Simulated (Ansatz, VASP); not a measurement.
# Re in VASP and in Ansatz

Contents of POSCAR:

```
Re
1.0
    0.0000000000      2.2799709547      1.4819811206
    2.2799709547      0.0000000000      1.4819811206
    2.2799709547      2.2799709547      0.0000000000
Re
1
Direct
    0.0000000000      0.0000000000      0.0000000000
```

The input INCAR.step1:

```
ALGO = Normal
EDIFF = 1E-4
ENCUT = 520
GGA = PE
ISMEAR = 0
LASPH = T
LCHARG = F
LREAL = F
LWAVE = T
NBANDS = 10
NELM = 80
PREC = Accurate
SIGMA = 0.15
```

Contents of INCAR.step2:

```
ALGO = Normal
EDIFF = 1E-6
ENCUT = 520
ISIF = 2
ISMEAR = 0
ISTART = 1
LASPH = T
LCHARG = F
LMIXTAU = T
LREAL = F
LWAVE = F
METAGGA = R2SCAN
NBANDS = 10
NELM = 80
PREC = Accurate
SIGMA = 0.15
```

The input KPOINTS:

```
k-points
0
Gamma
  22 22 22
```

Input for Ansatz:

```yaml
crystal:
  lattice:
    - [0.0, 2.2799709547, 1.4819811206]
    - [2.2799709547, 0.0, 1.4819811206]
    - [2.2799709547, 2.2799709547, 0.0]
  atoms:
    - { symbol: Re, position: [0.0, 0.0, 0.0] }
basis:
  ecutwfc: 500
kpoints:
  mp_grid: { grid: [22, 22, 22] }
hamiltonian:
  xc: r2scan
scf:
  occupations: { method: gaussian, width: 0.15 }
output:
  forces: true
  stress: true
  eigenvalues: true
```

Alike in both runs: task single point; functional r2SCAN; k mesh 22 × 22 × 22; occupations gaussian, width 0.15 eV; no spin polarisation.

|  | VASP | Ansatz |
| --- | --- | --- |
| version | VASP 6.6.1 | Ansatz 0.2.0 |
| potentials or method | VASP PAW PBE potentials, release 64 (Re), cutoff 520 eV | scalar-relativistic, plane waves, PAW |
| valence electrons in the cell | 7 | 15 |

Ansatz gave:

```
gap on the k mesh at the Fermi level (eV)                     : none
pressure (GPa)                                                : -12.6
traceless stress, the component that is largest in VASP (GPa) : 0.17
```

**Question.** Estimate VASP's values.

**Answer.** gap on the k mesh at the Fermi level (eV): none; pressure (GPa): -12.8; traceless stress, the component that is largest in VASP (GPa): -0.21.

VASP's potentials were made for PBE, not for r2SCAN. A gap of «none» marks a metal or a gap that the smearing closes. VASP's potentials hold 7 valence electrons a cell and Ansatz's 15, so a difference there can come from the potentials and not from the codes.

Spin-orbit coupling is off throughout.
